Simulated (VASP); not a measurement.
A run of VASP 6.6.1 is set up as follows.

INCAR

```
SYSTEM = NaPt2BrO2
ALGO = Normal
EDIFF = 1E-6
ENCUT = 600
GGA = PE
GGA_COMPAT = .False.
ISIF = 2
ISMEAR = 0
LASPH = .True.
LCHARG = .False.
LREAL = .False.
LWAVE = .False.
NBANDS = 32
NELM = 120
PREC = Accurate
SIGMA = 0.15
```

The input KPOINTS:

```
k-points
0
Gamma
  3 3 2
  0 0 0
```

Contents of POSCAR:

```
NaPt2BrO2
1.0
    4.1321733640      0.0000000000      0.0000000000
    0.0000000000      4.1321733640      0.0000000000
    0.0000000000      0.0000000000      5.2677299467
Na Pt Br O
1 2 1 2
Direct
    0.0000000000      0.0000000000      0.0000000000
    0.5000000000      0.5000000000      0.7513528112
    0.5000000000      0.5000000000      0.2486471888
    0.0000000000      0.0000000000      0.5000000000
    0.5000000000      0.0000000000      0.0000000000
    0.0000000000      0.5000000000      0.0000000000
```

Potentials or basis: VASP PAW PBE potentials, release 64 (Na_pv, Pt, Br, O).

The run is started by

```sh
$ cat potpaw_PBE.64/Na_pv/POTCAR potpaw_PBE.64/Pt/POTCAR potpaw_PBE.64/Br/POTCAR potpaw_PBE.64/O/POTCAR > POTCAR
$ mpirun -np 1 vasp_std > vasp.out
```

(1) Predict the largest force.

(2) What does it give for the pressure?

(3) Estimate the band gap on the k mesh.

Answers

(1) 0.046 eV/Å.

(2) 0.0 GPa.

(3) zero (band 23 reaches 5.12 eV, above the bottom of band 24 at 4.50 eV).

Caveat: the k points lie up to 0.60 Å⁻¹ apart; spin-orbit coupling is left out, which moves the levels of the heavy elements.
